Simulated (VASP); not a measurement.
Wanted: the native input for a VASP 6.6.1 run.

```
Task                   : single point
Functional             : LDA
Potentials or basis    : VASP PAW LDA potentials, release 64 (Se)
Cutoff                 : 520 eV
k mesh                 : 15 × 15 × 15
Occupations            : fermi-dirac, width 0.1 eV
Spin                   : no spin polarisation
Dipole correction      : no
Further INCAR settings : ALGO = Normal; EDIFF = 1e-06; NBANDS = 9
```

The structure of Se lies in POSCAR:

```
Se
1.0
   -1.6084439606      1.6084439606      1.6084439606
    1.6084439606     -1.6084439606      1.6084439606
    1.6084439606      1.6084439606     -1.6084439606
Se
1
Direct
    0.0000000000      0.0000000000      0.0000000000
```

This isn't the form of Se at room conditions, which is trigonal, of chains.

The input as run:

INCAR

```
ALGO     = Normal         # electronic algorithm
EDIFF    = 1E-6           # SCF threshold, eV
ENCUT    = 520            # plane-wave cutoff, eV
ISIF     = 2              # what is computed and relaxed
ISMEAR   = -1             # smearing method
LASPH    = True           # aspherical terms in the spheres
LCHARG   = False          # write CHGCAR
LREAL    = False          # projectors in reciprocal space
LWAVE    = False          # write WAVECAR
NBANDS   = 9              # bands
NELM     = 80             # most SCF steps
PREC     = Accurate       # precision mode
SIGMA    = 0.1            # smearing width, eV
```

KPOINTS

```
k-points
0
Gamma
  15 15 15
```

Potentials or basis: VASP PAW LDA potentials, release 64 (Se).

Run with:

```bash
$ cat potpaw_LDA.64/Se/POTCAR > POTCAR
$ mpirun -np 1 vasp_std > vasp.out
```

Results of the run:

The pressure is 16.1 GPa. The band gap on the k mesh is zero (bands 3 and 4 overlap by 8.08 eV).

Caveat: the cell stands under pressure.

It took 20 s on 1 thread of Intel Xeon 8259CL, with other jobs on the host, peak memory 0.14 GiB.
